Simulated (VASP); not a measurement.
# NaH13O7 in VASP: single point with r2SCAN

Aim: the single point of NaH13O7 with r2SCAN.

Program: VASP 6.6.1. These are calculated values, not measurements. Logs are shortened: lines on timing, memory, paths and dates and some standing lists are left out, and cuts for length are marked.

**1. The cell of the first run**

The cell holds a disordered packing, 21 atoms: a = 6.628 Å, b = 6.628 Å, c = 6.628 Å, α = 90.00°, β = 90.00°, γ = 90.00°.

**2. Single point, r2SCAN**

POSCAR

```
NaH13O7
1.0
    6.6282230000      0.0000000000      0.0000000000
    0.0000000000      6.6282230000      0.0000000000
    0.0000000000      0.0000000000      6.6282230000
O H Na
7 13 1
Direct
    0.7446037950     -0.0335082269      0.5454101348
    0.6764407293      0.2333958891      0.8426994686
    0.3856538925      0.7987812118      0.8172627867
    0.0577982968      0.1669980023      0.3493394836
    0.4968299950      0.7218978601      0.2335316721
    0.9937655990      0.6449088994      0.6937907792
    0.2622422329      0.4859220941      0.4122673603
    0.8414623346      0.0556559428      0.4674103451
    0.6582608944     -0.1036929506      0.4487477262
    0.7669627289      0.1720521473      0.9423943642
    0.6940774322      0.1479732954      0.7246286071
    0.3823498395      0.8495791406      0.6841803603
    0.2538387740      0.7391272140      0.8132194707
    0.1518204804      0.0659905377      0.3167063027
    0.1274851495      0.3033241338      0.3669912735
    0.3900894704      0.7953112018      0.1690196603
    0.3930012614      0.6209960045      0.3150919937
    1.0766234027      0.5773191397      0.5947747986
    0.9295100663      0.7591024020      0.6145538555
    0.3530056246      0.4100193974      0.4936164640
    0.6609312933      0.6035403456      0.9108927083
```

INCAR.step1

```
SYSTEM = NaH13O7
PREC     = Accurate       ! precision mode
ENCUT    = 930            ! plane-wave cutoff, eV
ISMEAR   = -1             ! smearing method
SIGMA    = 0.05           ! smearing width, eV
LREAL    = Auto         
LASPH    = .TRUE.         ! aspherical terms in the spheres
NELM     = 120            ! most SCF steps
NBANDS   = 48             ! bands
GGA      = PE             ! functional
ALGO     = Normal         ! electronic algorithm
EDIFF    = 1E-5           ! SCF threshold, eV
LWAVE    = .TRUE.         ! write WAVECAR
LCHARG   = .FALSE.        ! write CHGCAR
GGA_COMPAT= .FALSE.
```

INCAR.step2

```
SYSTEM = NaH13O7
PREC     = Accurate       ! precision mode
ENCUT    = 930            ! plane-wave cutoff, eV
EDIFF    = 1E-6           ! SCF threshold, eV
ISMEAR   = -1             ! smearing method
SIGMA    = 0.05           ! smearing width, eV
LREAL    = Auto         
LASPH    = .TRUE.         ! aspherical terms in the spheres
NELM     = 120            ! most SCF steps
ALGO     = Normal         ! electronic algorithm
ISIF     = 2              ! what is computed and relaxed
LWAVE    = .FALSE.        ! write WAVECAR
LCHARG   = .TRUE.         ! write CHGCAR
METAGGA  = R2SCAN         ! meta-GGA
LMIXTAU  = .TRUE.       
LELF     = .TRUE.         ! ELF
LVHAR    = .TRUE.       
NBANDS   = 48             ! bands
ISTART   = 1            
GGA_COMPAT= .FALSE.
```

KPOINTS

```
Automatic mesh
0
G
  1 1 1
  0 0 0
```

Potentials or basis: VASP PAW PBE potentials, release 64 (O, H, Na_sv).

Launch:

```
cat potpaw_PBE.64/O/POTCAR potpaw_PBE.64/H/POTCAR potpaw_PBE.64/Na_sv/POTCAR > POTCAR
cp INCAR.step1 INCAR
mpirun -np 1 vasp_gam > vasp.out
cp INCAR.step2 INCAR
mpirun -np 1 vasp_gam > vasp.out
```

OUTCAR:

```text
SYSTEM = NaH13O7
   PREC = Accurate
   ENCUT = 930
   EDIFF = 1E-6
   ISMEAR = -1
   LREAL = Auto
   LASPH = .TRUE.
   NELM = 120
   ISIF = 2
   METAGGA = R2SCAN
   ISTART = 1

 ion  position               nearest neighbor table
   1  0.745  0.966  0.545-   9 0.98   8 1.01
   2  0.676  0.233  0.843-  11 0.97  10 0.98
   3  0.386  0.799  0.817-  12 0.94  13 0.96
   4  0.058  0.167  0.349-  14 0.94  15 1.02
   5  0.497  0.722  0.234-  16 0.96  17 1.10
   6  0.994  0.645  0.694-  18 0.97  19 1.01
   7  0.262  0.486  0.412-  20 0.95  17 1.40
   8  0.841  0.056  0.467-   1 1.01
   9  0.658  0.896  0.449-   1 0.98
  10  0.767  0.172  0.942-   2 0.98
  11  0.694  0.148  0.725-   2 0.97
  12  0.382  0.850  0.684-   3 0.94
  13  0.254  0.739  0.813-   3 0.96
  14  0.152  0.066  0.317-   4 0.94
  15  0.127  0.303  0.367-   4 1.02
  16  0.390  0.795  0.169-   5 0.96
  17  0.393  0.621  0.315-   5 1.10   7 1.40
  18  0.077  0.577  0.595-   6 0.97
  19  0.930  0.759  0.615-   6 1.01
  20  0.353  0.410  0.494-   7 0.95
  21  0.661  0.604  0.911-

  LATTYP: Found a simple cubic cell.
 ALAT       =     6.6282230000

  Lattice vectors:

 A1 = (   6.6282230000,   0.0000000000,   0.0000000000)
 A2 = (   0.0000000000,   6.6282230000,   0.0000000000)
 A3 = (   0.0000000000,   0.0000000000,   6.6282230000)

Analysis of symmetry for initial positions (statically):
=====================================================================
 Subroutine PRICEL returns:
 Original cell was already a primitive cell.

 Routine SETGRP: Setting up the symmetry group for a
 simple cubic supercell.

 Subroutine GETGRP returns: Found  1 space group operations
 (whereof  1 operations were pure point group operations)
 out of a pool of 48 trial point group operations.

The static configuration has the point symmetry C_1 .

Analysis of symmetry for dynamics (positions and initial velocities):
=====================================================================
 Subroutine PRICEL returns:
 Original cell was already a primitive cell.

 Routine SETGRP: Setting up the symmetry group for a
 simple cubic supercell.

 Subroutine GETGRP returns: Found  1 space group operations
 (whereof  1 operations were pure point group operations)
 out of a pool of 48 trial point group operations.

The dynamic configuration has the point symmetry C_1 .

 Subroutine INISYM returns: Found  1 space group operations
 (whereof  1 operations are pure point group operations),
 and found     1 'primitive' translations

----------------------------------------------------------------------------------------

                                     Primitive cell

  volume of cell :     291.2000

  direct lattice vectors                    reciprocal lattice vectors
     6.628223000  0.000000000  0.000000000     0.150869999  0.000000000  0.000000000
     0.000000000  6.628223000  0.000000000     0.000000000  0.150869999  0.000000000
     0.000000000  0.000000000  6.628223000     0.000000000  0.000000000  0.150869999

  length of vectors
     6.628223000  6.628223000  6.628223000     0.150869999  0.150869999  0.150869999

  position of ions in fractional coordinates (direct lattice)
     0.744603795  0.966491773  0.545410135
     0.676440729  0.233395889  0.842699469
     0.385653893  0.798781212  0.817262787
     0.057798297  0.166998002  0.349339484
     0.496829995  0.721897860  0.233531672
     0.993765599  0.644908899  0.693790779
[... 13 lines left out ...]
     0.353005625  0.410019397  0.493616464
     0.660931293  0.603540346  0.910892708

  ion indices of the primitive-cell ions
   primitive index   ion index
                 1           1
                 2           2
                 3           3
                 4           4
                 5           5
                 6           6
[... 13 lines left out ...]
                20          20
                21          21

----------------------------------------------------------------------------------------

 KPOINTS: Automatic mesh

Automatic generation of k-mesh.
 Grid dimensions read from file:
 generate k-points for:    1    1    1

 Generating k-lattice:

  Cartesian coordinates                     Fractional coordinates (reciprocal lattice)
     0.150869999  0.000000000  0.000000000     1.000000000  0.000000000  0.000000000
     0.000000000  0.150869999  0.000000000     0.000000000  1.000000000  0.000000000
     0.000000000  0.000000000  0.150869999     0.000000000  0.000000000  1.000000000

  Length of vectors
     0.150869999  0.150869999  0.150869999

  Shift w.r.t. Gamma in fractional coordinates (k-lattice)
     0.000000000  0.000000000  0.000000000

 Subroutine IBZKPT returns following result:
 ===========================================

 Found      1 irreducible k-points:

 Following reciprocal coordinates:
            Coordinates               Weight
  0.000000  0.000000  0.000000      1.000000
   k-points           NKPTS =      1   k-points in BZ     NKDIM =      1   number of bands    NBANDS=     48
   number of dos      NEDOS =    301   number of ions     NIONS =     21
   total plane-waves  NPLWV = 343000
   dimension x,y,z NGX =    70 NGY =   70 NGZ =   70
   dimension x,y,z NGXF=   140 NGYF=  140 NGZF=  140
   ions per type =               7  13   1
   NGX,Y,Z   is equivalent  to a cutoff of  17.56, 17.56, 17.56 a.u.
   NGXF,Y,Z  is equivalent  to a cutoff of  35.11, 35.11, 35.11 a.u.
 SYSTEM =  NaH13O7
   PREC   = accura    normal or accurate (medium, high low for compatibility)
   ISTART =      1    job   : 0-new  1-cont  2-samecut
   ICHARG =      0    charge: 1-file 2-atom 10-const
   ISPIN  =      1    spin polarized calculation?
   LNONCOLLINEAR =      F non collinear calculations
   LSORBIT =      F    spin-orbit coupling
   LASPH  =      T    aspherical Exc in radial PAW
   ENCUT  =  930.0 eV  68.35 Ry    8.27 a.u.  16.48 16.48 16.48*2*pi/ulx,y,z
   NELM   =    120;   NELMIN=  2; NELMDL=  0     # of ELM steps
   EDIFF  = 0.1E-05   stopping-criterion for ELM
   LREAL  =      T    real-space projection
   EDIFFG = 0.1E-04   stopping-criterion for IOM
   NSW    =      0    number of steps for IOM
   IBRION =     -1    ionic relax: 0-MD 1-quasi-New 2-CG
   NFREE  =      0    steps in history (QN), initial steepest desc. (CG)
   ISIF   =      2    stress and relaxation
   ISYM   =      2    0-nonsym 1-usesym 2-fastsym
   POTIM  = 0.5000    time-step for ionic-motion
   TEBEG  =    0.0;   TEEND  =   0.0 temperature during run
   PSTRESS=    0.0 pullay stress
   NELECT =      64.0000    total number of electrons
   NUPDOWN=      -1.0000    fix difference up-down
   EMIN   =  10.00;   EMAX   =-10.00  energy-range for DOS
   EFERMI =   0.00;   METHOD = LEGACY
   ISMEAR =    -1;   SIGMA  =   0.05  broadening in eV -4-tet -1-fermi 0-gaus
   EFERMI_NEDOS =   21; number of points for ismear=-14 and -15
   IALGO  =     38    algorithm
   IMIX   =      4    mixing-type and parameters
     AMIX     =   0.40;   BMIX     =  1.00
     AMIX_MAG =   1.60;   BMIX_MAG =  1.00
  volume/ion in A,a.u.               =      13.87        93.58
  Fermi-wavevector in a.u.,A,eV,Ry     =   0.987956  1.866967 13.280069  0.976058
  Thomas-Fermi vector in A             =   2.119448
   LORBIT       =      0    0 simple, 1 ext, 2 COOP (PROOUT), +10 PAW based schemes
   METAGGA = R2SCAN    functional components
   LHFCALC =     F    Hartree Fock is set to
   AEXX    =    0.0000 exact exchange contribution
   IVDW    =     0    specifies the selected vdW correction
   LEPSILON=     F    determine dielectric tensor
   LRPA    =     F    only Hartree local field effects (RPA)
 non-spin polarized calculation
  energy-cutoff  :      930.00
  volume of cell :      291.20
 maximum number of plane-waves:      9403
 NGX is ok and might be reduce to    70
   NGX = 33   NGY = 33   NGZ = 33

 number of electron      63.9999996 magnetization

 Free energy of the ion-electron system (eV)
  ---------------------------------------------------
  ext. energy  EPLUGINS =         0.00000000
  ---------------------------------------------------
  free energy    TOTEN  =      -111.42690190 eV

  energy without entropy =     -111.42690190  energy(sigma->0) =     -111.42690190

 E-fermi :  -2.3483     XC(G=0):  -5.9000

 val. band max:       -3.7184803690   @ k =   0.0000   0.0000   0.0000
 cond. band min:       0.4443300758   @ k =   0.0000   0.0000   0.0000
 fundamental gap:      4.1628104448
 Fermi energy:        -2.3483232207

 k-point     1 :       0.0000    0.0000    0.0000
  band No.  band energies     occupation
      1     -55.8625      2.00000
      2     -26.3183      2.00000
      3     -26.3033      2.00000
      4     -26.2324      2.00000
      5     -24.8233      2.00000
      6     -24.4100      2.00000
[... 36 lines left out ...]
     43       6.5168      0.00000
     44       6.8966      0.00000
 [bands above 44 left out]

------------------------ aborting loop because EDIFF is reached ----------------------------------------

  FORCE on cell =-STRESS in cart. coord.  units (eV):
  Direction    XX          YY          ZZ          XY          YZ          ZX
  --------------------------------------------------------------------------------------
  -------------------------------------------------------------------------------------
  Total       -2.1583532     -1.3877890     -0.0043777     -0.7755989      0.0797732      0.1419272
  in kB      -11.8752226     -7.6355915     -0.0240861     -4.2673321      0.4389107      0.7808808
  external PRESSURE =      -6.5116334 kB  Pullay stress =       0.0000000 kB

 VOLUME and BASIS-vectors are now :
 -----------------------------------------------------------------------------
  energy-cutoff  :      930.00
  volume of cell :      291.20
      direct lattice vectors                 reciprocal lattice vectors
     6.628223000  0.000000000  0.000000000     0.150869999  0.000000000  0.000000000
     0.000000000  6.628223000  0.000000000     0.000000000  0.150869999  0.000000000
     0.000000000  0.000000000  6.628223000     0.000000000  0.000000000  0.150869999

 POSITION                                       TOTAL-FORCE (eV/Angst)
 -----------------------------------------------------------------------------------
      4.93540      6.40612      3.61510         0.703235      0.427706     -0.604057
      4.48360      1.54700      5.58560         0.555472      0.216330      1.001271
      2.55620      5.29450      5.41700         0.225171     -0.205988      0.443607
      0.38310      1.10690      2.31550        -1.761510      0.506203      0.361493
      3.29310      4.78490      1.54790        -0.481797     -0.416995      0.695049
      6.58690      4.27460      4.59860        -1.331528      1.839654     -0.038749
[... 13 lines left out ...]
      2.33980      2.71770      3.27180         0.509148     -0.315632      0.496188
      4.38080      4.00040      6.03760         0.054375     -0.241069      0.043866
 -----------------------------------------------------------------------------------
    total drift:                                0.001628     -0.000300     -0.002445

  FREE ENERGIE OF THE ION-ELECTRON SYSTEM (eV)
  ---------------------------------------------------
  free  energy   TOTEN  =      -111.4269018957 eV

  energy  without entropy=     -111.4269018957  energy(sigma->0) =     -111.42690190
```

Wall time 4.3 min (1 thread of Intel Xeon Platinum 8259CL at 2.50GHz (Skylake/Cascade Lake), shared host); peak memory 0.76 GiB.

What came out:

```
Free energy   : -111.4269 eV
Pressure      : -0.7 GPa
Largest force : 2.271 eV/Å
```

Forces on the atoms (eV/Å):
```
O    0.703  0.428 -0.604
O    0.555  0.216  1.001
O    0.225 -0.206  0.444
O   -1.762  0.506  0.361
O   -0.482 -0.417  0.695
O   -1.332  1.840 -0.039
O   -0.582  0.584 -0.119
H   -0.341 -0.654  0.237
H    0.024  0.063 -0.302
H   -0.510  0.393 -0.437
H   -0.159 -0.219 -0.200
H    0.573  0.806 -1.102
H   -1.003 -0.660  0.447
H    0.981 -0.579 -0.307
H    0.413 -0.133 -0.111
H    0.203  0.614 -0.622
H    0.643 -0.304 -0.036
H    0.782 -0.704 -0.807
H    0.505 -1.017  0.961
H    0.509 -0.316  0.496
Na   0.054 -0.241  0.044
```

Stress tensor (GPa, compression positive):
```
-1.19 -0.43  0.08
-0.43 -0.76  0.04
 0.08  0.04  0.00
```

Levels at points of the mesh, in eV from the Fermi level:
```
           k point  band 28  band 29  band 30  band 31  band 32  band 33  band 34  band 35  band 36  band 37
(0.00, 0.00, 0.00)    -2.62    -2.53    -2.41    -1.47    -1.37     2.79     5.77     6.13     6.54     6.56
```

Caveat: the k points lie up to 0.95 Å⁻¹ apart, too coarse for converged energies, forces and pressures; the atoms stand as in a frame of molecular dynamics; the PAW data sets were made with another functional, which shifts forces and pressure a little.
